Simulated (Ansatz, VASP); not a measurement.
## Two plane-wave programs on Sb

```
Sb
1.0
     0.00000    4.86488    4.86488
     4.86488    0.00000    4.86488
     4.86488    4.86488    0.00000
Sb
4
Direct
  0.85393 0.43820 0.85393
  0.85393 0.85393 0.85393
  0.43820 0.85393 0.85393
  0.85393 0.85393 0.43820
```

Alike in both runs: task relaxation of cell and atoms; functional PBE; k mesh 6 × 6 × 6; occupations gaussian, width 0.02 eV; no spin polarisation.

|  | VASP | Ansatz |
| --- | --- | --- |
| version | VASP 6.6.1 | Ansatz 0.2.0 |
| potentials or method | VASP PAW PBE potentials, release 64 (Sb), cutoff 600 eV | scalar-relativistic, plane waves, PAW |
| valence electrons in the cell | 20 | 60 |

```tsv
	VASP	Ansatz	Ansatz less VASP
gap on the k mesh at the Fermi level, each at its own relaxed structure (eV)	1.50	1.51	+0.017
relaxed volume (Å³/atom)	53.84	53.85	+0.009
relaxed length of the cell vector where the two differ most in proportion (Å)	6.728	6.729	+0.0004
```

VASP's potentials hold 20 valence electrons a cell and Ansatz's 60, so a difference there can come from the potentials and not from the codes. Ansatz's warnings: xc potential rough in thin density.

Neither program's run includes spin-orbit coupling.
